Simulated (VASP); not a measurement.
A run of VASP 6.6.1:

The input INCAR:

```
SYSTEM = Pt
PREC     = Accurate       ! precision mode
ENCUT    = 520            ! plane-wave cutoff, eV
EDIFF    = 1E-7           ! SCF threshold, eV
ISMEAR   = 0              ! smearing method
SIGMA    = 0.15           ! smearing width, eV
LREAL    = .False.        ! projectors in reciprocal space
LASPH    = .True.         ! aspherical terms in the spheres
NELM     = 60             ! most SCF steps
ALGO     = Normal         ! electronic algorithm
ISIF     = 2              ! what is computed and relaxed
LWAVE    = .False.        ! write WAVECAR
LCHARG   = .False.        ! write CHGCAR
GGA      = PS             ! functional
NBANDS   = 11             ! bands
```

KPOINTS

```
regular mesh
0
Gamma
  20 20 20
  0 0 0
```

The input POSCAR:

```
Pt
1.0
   -1.5604422864      1.5604422864      1.5604422864
    1.5604422864     -1.5604422864      1.5604422864
    1.5604422864      1.5604422864     -1.5604422864
Pt
1
Direct
    0.0000000000      0.0000000000      0.0000000000
```

Potentials or basis: VASP PAW PBE potentials, release 64 (Pt).

The run is started by

```bash
$ cat potpaw_PBE.64/Pt/POTCAR > POTCAR
$ mpirun -np 1 vasp_std > vasp.out
```

Hardware: 1 thread of Intel(R) Xeon(R) Platinum 8375C CPU @ 2.90GHz (Ice Lake) (shared host).

Problem. Estimate the wall time of this run.

Solution. Wall time 23 s on 1 thread of Intel(R) Xeon(R) Platinum 8375C CPU @ 2.90GHz (Ice Lake) (shared host), peak memory 0.16 GiB. Counts: scf iterations 12, k points 256.
